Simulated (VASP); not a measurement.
# Te (Im-3m) in VASP: further runs

Te is run at these levels: PBE; tasks: single point.

Program: VASP 6.6.1. These are calculated values, not measurements. Logs are shortened: lines on timing, memory, paths and dates and some standing lists are left out, and cuts for length are marked.

## (1) The cell of the first run

The structure is cubic, space group Im-3m (No. 229). Conventional cell: a = 3.055 Å, b = 3.055 Å, c = 3.055 Å, α = 90.00°, β = 90.00°, γ = 90.00°. Te (site symmetry m-3m) has 14 Te at 2.65 to 3.05 Å within 3.5 Å.

This isn't the form of Te at room conditions, which is trigonal, of chains.

## (2) Single point, PBE

Contents of INCAR:

```
ALGO     = Normal         # electronic algorithm
EDIFF    = 1E-7           # SCF threshold, eV
ENCUT    = 520            # plane-wave cutoff, eV
GGA      = PE             # functional
ISIF     = 2              # what is computed and relaxed
ISMEAR   = -1             # smearing method
LASPH    = True           # aspherical terms in the spheres
LCHARG   = True           # write CHGCAR
LELF     = True           # ELF
LREAL    = False          # projectors in reciprocal space
LVHAR    = True         
LWAVE    = False          # write WAVECAR
NBANDS   = 9              # bands
NELM     = 100            # most SCF steps
PREC     = Accurate       # precision mode
SIGMA    = 0.1            # smearing width, eV
```

Contents of KPOINTS:

```
k-points
0
Gamma
  18 18 18
```

Contents of POSCAR:

```
Te
1.0
   -1.5274986988      1.5274986988      1.5274986988
    1.5274986988     -1.5274986988      1.5274986988
    1.5274986988      1.5274986988     -1.5274986988
Te
1
Direct
    0.0000000000      0.0000000000      0.0000000000
```

Potentials or basis: VASP PAW PBE potentials, release 64 (Te).

The run is started by

```console
$ cat potpaw_PBE.64/Te/POTCAR > POTCAR
$ mpirun -np 1 vasp_std > vasp.out
```

OUTCAR:

```text
EDIFF = 1E-7
   ENCUT = 520
   GGA = PE
   ISIF = 2
   ISMEAR = -1
   LASPH = True
   LREAL = False
   NELM = 100
   PREC = Accurate

 ion  position               nearest neighbor table
   1  0.000  0.000  0.000-

  LATTYP: Found a body centered cubic cell.
 ALAT       =     3.0549973976

  Lattice vectors:

 A1 = (  -1.5274986988,   1.5274986988,   1.5274986988)
 A2 = (   1.5274986988,  -1.5274986988,   1.5274986988)
 A3 = (   1.5274986988,   1.5274986988,  -1.5274986988)

Analysis of symmetry for initial positions (statically):
=====================================================================
 Subroutine PRICEL returns:
 Original cell was already a primitive cell.

 Routine SETGRP: Setting up the symmetry group for a
 body centered cubic supercell.

 Subroutine GETGRP returns: Found 48 space group operations
 (whereof 48 operations were pure point group operations)
 out of a pool of 48 trial point group operations.

The static configuration has the point symmetry O_h .

Analysis of symmetry for dynamics (positions and initial velocities):
=====================================================================
 Subroutine PRICEL returns:
 Original cell was already a primitive cell.

 Routine SETGRP: Setting up the symmetry group for a
 body centered cubic supercell.

 Subroutine GETGRP returns: Found 48 space group operations
 (whereof 48 operations were pure point group operations)
 out of a pool of 48 trial point group operations.

The dynamic configuration has the point symmetry O_h .

 Subroutine INISYM returns: Found 48 space group operations
 (whereof 48 operations are pure point group operations),
 and found     1 'primitive' translations

----------------------------------------------------------------------------------------

                                     Primitive cell

  volume of cell :      14.2562

  direct lattice vectors                    reciprocal lattice vectors
    -1.527498699  1.527498699  1.527498699     0.000000000  0.327332521  0.327332521
     1.527498699 -1.527498699  1.527498699     0.327332521  0.000000000  0.327332521
     1.527498699  1.527498699 -1.527498699     0.327332521  0.327332521  0.000000000

  length of vectors
     2.645705355  2.645705355  2.645705355     0.462918091  0.462918091  0.462918091

  position of ions in fractional coordinates (direct lattice)
     0.000000000  0.000000000  0.000000000

  ion indices of the primitive-cell ions
[... 75 lines left out ...]
   LREAL  =      F    real-space projection
   EDIFFG = 0.1E-05   stopping-criterion for IOM
   NSW    =      0    number of steps for IOM
   IBRION =     -1    ionic relax: 0-MD 1-quasi-New 2-CG
   NFREE  =      0    steps in history (QN), initial steepest desc. (CG)
   ISIF   =      2    stress and relaxation
   ISYM   =      2    0-nonsym 1-usesym 2-fastsym
   POTIM  = 0.5000    time-step for ionic-motion
   TEBEG  =    0.0;   TEEND  =   0.0 temperature during run
   PSTRESS=    0.0 pullay stress
   NELECT =       6.0000    total number of electrons
   NUPDOWN=      -1.0000    fix difference up-down
   EMIN   =  10.00;   EMAX   =-10.00  energy-range for DOS
   EFERMI =   0.00;   METHOD = LEGACY
   ISMEAR =    -1;   SIGMA  =   0.10  broadening in eV -4-tet -1-fermi 0-gaus
   EFERMI_NEDOS =   21; number of points for ismear=-14 and -15
   IALGO  =     38    algorithm
   IMIX   =      4    mixing-type and parameters
     AMIX     =   0.40;   BMIX     =  1.00
     AMIX_MAG =   1.60;   BMIX_MAG =  1.00
  volume/ion in A,a.u.               =      14.26        96.21
  Fermi-wavevector in a.u.,A,eV,Ry     =   1.226849  2.318408 20.478920  1.505158
  Thomas-Fermi vector in A             =   2.361834
   LORBIT       =      0    0 simple, 1 ext, 2 COOP (PROOUT), +10 PAW based schemes
   GGA     = PE    functional components
   LHFCALC =     F    Hartree Fock is set to
   AEXX    =    0.0000 exact exchange contribution
   IVDW    =     0    specifies the selected vdW correction
   LEPSILON=     F    determine dielectric tensor
   LRPA    =     F    only Hartree local field effects (RPA)
 non-spin polarized calculation
  energy-cutoff  :      520.00
  volume of cell :       14.26
 maximum number of plane-waves:       395
   NGX =  9   NGY =  9   NGZ =  9

 number of electron       5.9999999 magnetization

 Free energy of the ion-electron system (eV)
  ---------------------------------------------------
  ext. energy  EPLUGINS =         0.00000000
  ---------------------------------------------------
  free energy    TOTEN  =         1.63942164 eV

  energy without entropy =        1.65693100  energy(sigma->0) =        1.64817632

 E-fermi :  21.2428     XC(G=0): -13.4065

 val. band max:       21.2405975724   @ k =   0.1111   0.1111   0.0556
 cond. band min:      21.2789642654   @ k =  -0.4444   0.4444   0.3889
 fundamental gap:      0.0383666930
 Fermi energy:        21.2428436056

 k-point     1 :       0.0000    0.0000    0.0000
  band No.  band energies     occupation
      1      -1.1068      2.00000
      2      29.9481      0.00000
      3      29.9481      0.00000
      4      29.9481      0.00000
      5      31.3559      0.00000
      6      31.3559      0.00000
      7      31.3559      0.00000
      8      33.1091      0.00000
      9      33.1091      0.00000
[... 265 lines left out ...]
 k-point    24 :       0.3889    0.1111    0.0000
  band No.  band energies     occupation
      1       6.1891      2.00000
      2      10.2698      2.00000
      3      19.4337      2.00000
      4      22.8901      0.00000
      5      28.4918      0.00000
      6      31.2518      0.00000
      7      35.2547      0.00000
      8      37.9093      0.00000
      9      41.3293      0.00000

 [... further k-points ...]

------------------------ aborting loop because EDIFF is reached ----------------------------------------

  FORCE on cell =-STRESS in cart. coord.  units (eV):
  Direction    XX          YY          ZZ          XY          YZ          ZX
  --------------------------------------------------------------------------------------
  -------------------------------------------------------------------------------------
  Total       17.0735886     17.0735886     17.0735886     -0.0000000      0.0000000     -0.0000000
  in kB     1918.8139009   1918.8139009   1918.8139009     -0.0000000      0.0000000     -0.0000000
  external PRESSURE =    1918.8139009 kB  Pullay stress =       0.0000000 kB

 VOLUME and BASIS-vectors are now :
 -----------------------------------------------------------------------------
  energy-cutoff  :      520.00
  volume of cell :       14.26
      direct lattice vectors                 reciprocal lattice vectors
    -1.527498699  1.527498699  1.527498699     0.000000000  0.327332521  0.327332521
     1.527498699 -1.527498699  1.527498699     0.327332521  0.000000000  0.327332521
     1.527498699  1.527498699 -1.527498699     0.327332521  0.327332521  0.000000000

 POSITION                                       TOTAL-FORCE (eV/Angst)
 -----------------------------------------------------------------------------------
      0.00000      0.00000      0.00000        -0.000000      0.000000     -0.000000
 -----------------------------------------------------------------------------------
    total drift:                                0.000000      0.000000     -0.000000

  FREE ENERGIE OF THE ION-ELECTRON SYSTEM (eV)
  ---------------------------------------------------
  free  energy   TOTEN  =         1.6394216430 eV

  energy  without entropy=        1.6569310006  energy(sigma->0) =        1.64817632
```

OSZICAR:

```text
N       E                     dE             d eps       ncg     rms          rms(c)
DAV:   1     0.157159302402E+02    0.15716E+02   -0.27848E+03  3510   0.550E+02
DAV:   2     0.179443744010E+01   -0.13921E+02   -0.13553E+02  4863   0.809E+01
DAV:   3     0.157643113992E+01   -0.21801E+00   -0.21745E+00  4511   0.958E+00
DAV:   4     0.157583455558E+01   -0.59658E-03   -0.59654E-03  4822   0.548E-01
DAV:   5     0.157583301452E+01   -0.15411E-05   -0.15415E-05  4557   0.212E-02    0.227E+01
DAV:   6     0.161760913717E+01    0.41776E-01   -0.50628E-03  4564   0.420E-01    0.138E+01
DAV:   7     0.163921256027E+01    0.21603E-01   -0.89688E-03  4620   0.572E-01    0.320E-01
DAV:   8     0.163941000899E+01    0.19745E-03   -0.31986E-04  3983   0.106E-01    0.327E-02
DAV:   9     0.163941757944E+01    0.75705E-05   -0.12105E-05  5067   0.200E-02    0.210E-02
DAV:  10     0.163942122221E+01    0.36428E-05   -0.65795E-07  4410   0.453E-03    0.169E-02
DAV:  11     0.163942159962E+01    0.37741E-06   -0.89565E-08  4367   0.182E-03    0.108E-03
DAV:  12     0.163942164301E+01    0.43389E-07   -0.98367E-10  2214   0.266E-04
   1 F= 0.16394216E+01 E0= 0.16481763E+01  d E =-.175094E-01
```

stdout:

```text
POSCAR found type information on POSCAR Te
 POSCAR found :  1 types and       1 ions
 scaLAPACK will be used
 LDA part: xc-table for (Slater+PW92), standard interpolation
 POSCAR, INCAR and KPOINTS ok, starting setup
 FFT: planning ... GRIDC
 FFT: planning ... GRID_SOFT
 FFT: planning ... GRID
 WAVECAR not read
 entering main loop
```

Run time: 30 s. Hardware: 1 thread of AMD EPYC 7R13, shared host; peak memory 0.14 GiB.

Results:

```yaml
Free_energy: 1.6394 eV
Pressure: 191.9 GPa
Band_gap_on_the_k_mesh: zero (bands 3 and 4 overlap by 15.83 eV)
```

Levels at points of the mesh, in eV from the Fermi level:
```
           k point  band 1  band 2  band 3  band 4  band 5  band 6
(0.00, 0.00, 0.00)  -22.35    8.71    8.71    8.71   10.11   10.11
(0.50, 0.00, 0.00)  -13.93  -12.95    0.43    2.64    5.89    7.12
(0.50, 0.50, 0.50)   -6.50   -6.50   -6.50   -5.46   -0.62   -0.62
```

Caveat: the cell stands under pressure; spin-orbit coupling is left out, which moves the levels of the heavy elements.

## (3) Single point, PBE

Contents of INCAR:

```
SYSTEM = Te
ALGO = Normal
EDIFF = 1E-6
ENCUT = 520
GGA = PE
ISIF = 2
ISMEAR = -1
LASPH = .True.
LCHARG = .False.
LREAL = .False.
LWAVE = .False.
NBANDS = 9
NELM = 60
PREC = Accurate
SIGMA = 0.1
```

Contents of KPOINTS:

```
k-points
0
Gamma
  18 18 18
  0 0 0
```

Contents of POSCAR:

```
Te
1.0
   -1.5274163072      1.5274163072      1.5274163072
    1.5274163072     -1.5274163072      1.5274163072
    1.5274163072      1.5274163072     -1.5274163072
Te
1
Direct
    0.0000000000      0.0000000000      0.0000000000
```

Potentials or basis: VASP PAW PBE potentials, release 64 (Te).

The run is started by

```console
$ cat potpaw_PBE.64/Te/POTCAR > POTCAR
$ mpirun -np 1 vasp_std > vasp.out
```

Run time: 25 s. Hardware: 1 thread of AMD EPYC 7R13, shared host; peak memory 0.14 GiB.

It converged, with:

```yaml
Free_energy: 1.6422 eV
Pressure: 192.0 GPa
Band_gap_on_the_k_mesh: zero (bands 3 and 4 overlap by 15.84 eV)
```

Levels at points of the mesh, in eV from the Fermi level:
```tsv
k point	band 1	band 2	band 3	band 4	band 5	band 6
(0.00, 0.00, 0.00)	-22.35	8.71	8.71	8.71	10.11	10.11
(0.50, 0.00, 0.00)	-13.93	-12.95	0.43	2.64	5.89	7.12
(0.50, 0.50, 0.50)	-6.50	-6.50	-6.50	-5.46	-0.62	-0.62
```

Caveat: the cell stands under pressure; spin-orbit coupling is left out, which moves the levels of the heavy elements.

The gap in the log of VASP goes by the Fermi energy; the results here count the filled bands.